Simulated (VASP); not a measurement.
Wanted: the native input for a VASP 6.6.1 run.

| Item | Value |
| --- | --- |
| Task | single point |
| Functional | PBE |
| Potentials or basis | VASP PAW PBE potentials, release 64 (Co, Si) |
| Cutoff | 520 eV |
| k mesh | 14 × 14 × 14 |
| Occupations | fermi-dirac, width 0.03 eV |
| Spin | collinear spin, zero start |
| Starting moments | [0.0, 0.0] μB |
| Fixed moment | 0 μB |
| Dipole correction | no |
| Further INCAR settings | ALGO = Normal; EDIFF = 1e-07; NBANDS = 18 |

The structure of CoSi lies in POSCAR:

```
CoSi
1.0
    2.7813340000      0.0000000000      0.0000000000
    0.0000000000      2.7813340000      0.0000000000
    0.0000000000      0.0000000000      2.7813340000
Co Si
1 1
Direct
    0.0000000000      0.0000000000      0.0000000000
    0.5000000000      0.5000000000      0.5000000000
```

The input as run:

INCAR

```
ALGO     = Normal         # electronic algorithm
EDIFF    = 1E-7           # SCF threshold, eV
ENCUT    = 520            # plane-wave cutoff, eV
GGA      = PE             # functional
ISIF     = 2              # what is computed and relaxed
ISMEAR   = -1             # smearing method
ISPIN    = 2              # spin polarisation
LASPH    = T              # aspherical terms in the spheres
LCHARG   = F              # write CHGCAR
LMAXMIX  = 4              # l up to which the mixer works
LORBIT   = 11             # projections on sites
LREAL    = F              # projectors in reciprocal space
LWAVE    = F              # write WAVECAR
MAGMOM   = 0 0            # initial moments
NBANDS   = 18             # bands
NELM     = 150            # most SCF steps
NUPDOWN  = 0.0            # fixed moment
PREC     = Accurate       # precision mode
SIGMA    = 0.03           # smearing width, eV
```

KPOINTS

```
k-points
0
Gamma
  14 14 14
```

Potentials or basis: VASP PAW PBE potentials, release 64 (Co, Si).

Command:

```sh
$ cat potpaw_PBE.64/Co/POTCAR potpaw_PBE.64/Si/POTCAR > POTCAR
$ mpirun -np 1 vasp_std > vasp.out
```

Results of the run:

```json
{
 "Pressure": "-0.4 GPa",
 "Net moment": "0.00 μB per cell",
 "Valence electrons inside the program's atomic spheres": "Co 8.62; Si 1.57"
}
```

Caveat: the total moment is fixed, so each spin has its own Fermi level.

It took 36 s on 1 thread of Intel(R) Xeon(R) Platinum 8559C (Emerald Rapids), on a shared host, peak memory 0.19 GiB.
